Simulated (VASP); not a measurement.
A run of VASP 6.6.1 is set up as follows.

INCAR

```
SYSTEM = Ge
ALGO = Normal ; EDIFF = 1E-6
ENCUT = 520 ; GGA = PS
ISIF = 2 ; ISMEAR = -1
LASPH = .TRUE. ; LCHARG = .FALSE.
LREAL = .FALSE. ; LWAVE = .FALSE.
NBANDS = 21 ; NELM = 100
PREC = Accurate ; SIGMA = 0.05
```

KPOINTS

```
k-points
0
G
  13 13 13
  0 0 0
```

File POSCAR:

```
Ge
1.0
    0.0000000000      2.5436015228      2.5436015228
    2.5436015228      0.0000000000      2.5436015228
    2.5436015228      2.5436015228      0.0000000000
Ge
2
Direct
   -0.1250000000     -0.1250000000     -0.1250000000
    0.1250000000      0.1250000000      0.1250000000
```

Potentials or basis: VASP PAW PBE potentials, release 64 (Ge_d).

Launch:

```bash
$ cat potpaw_PBE.64/Ge_d/POTCAR > POTCAR
$ mpirun -np 1 vasp_std > vasp.out
```

Q: Estimate the band gap on the k mesh.

A: Zero (band 14 reaches 8.58 eV, above the bottom of band 15 at 8.47 eV).

Q: Predict the pressure.

A: 47.5 GPa.

Caveat: the PAW data sets were made with another functional, which shifts forces and pressure a little.
